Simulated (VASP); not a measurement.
A run of VASP 6.6.1 is set up as follows.

Contents of INCAR:

```
SYSTEM = Be7S
PREC = Accurate
ENCUT = 600
EDIFF = 1E-6
ISMEAR = 0
SIGMA = 0.1
LREAL = .FALSE.
LASPH = .TRUE.
NELM = 100
ALGO = Normal
ISIF = 3
LWAVE = .FALSE.
LCHARG = .FALSE.
GGA = PE
IBRION = 2
NSW = 100
EDIFFG = -0.01
```

The input KPOINTS:

```
Automatic mesh
0
G
  12 12 4
  0 0 0
```

POSCAR

```
Be7S
1.0
    3.5483759190      0.0000000000      0.0000000000
   -1.7741879595      3.0729836881      0.0000000000
    0.0000000000      0.0000000000      8.1503127465
Be S
7 1
Direct
    0.3333333333      0.6666666667      0.8603526144
    0.6666666667      0.3333333333      0.8603526144
    0.6666666667      0.3333333333      0.1396473856
    0.3333333333      0.6666666667      0.1396473856
    0.0000000000      0.0000000000      0.0000000000
    0.0000000000      0.0000000000      0.2641981960
    0.0000000000      0.0000000000      0.7358018040
    0.0000000000      0.0000000000      0.5000000000
```

Potentials or basis: VASP PAW PBE potentials, release 64 (Be, S).

Command:

```console
$ cat potpaw_PBE.64/Be/POTCAR potpaw_PBE.64/S/POTCAR > POTCAR
$ mpirun -np 1 vasp_std > vasp.out
```

Task: What does it give for the relaxed volume?

Result: 11.12 Å³/atom.

Task: Estimate the relaxed cell.

Result: a = 3.538 Å, b = 3.538 Å, c = 8.206 Å, α = 90.00°, β = 90.00°, γ = 120.00°.

Task: Predict the band gap on the k mesh.

Result: Zero (bands 10 and 11 overlap by 2.58 eV).

Task: Estimate the space group after relaxing (to 0.1 Å).

Result: P6/mmm (No. 191).

Final structure:
```
Be S
1.0
     3.53765    0.00000    0.00000
    -1.76883    3.06370    0.00000
     0.00000    0.00000    8.20582
Be S
7 1
Direct
  0.33333 0.66667 0.86454
  0.66667 0.33333 0.86454
  0.66667 0.33333 0.13546
  0.33333 0.66667 0.13546
  0.00000 0.00000 0.00000
  0.00000 0.00000 0.26482
  0.00000 0.00000 0.73518
  0.00000 0.00000 0.50000
```
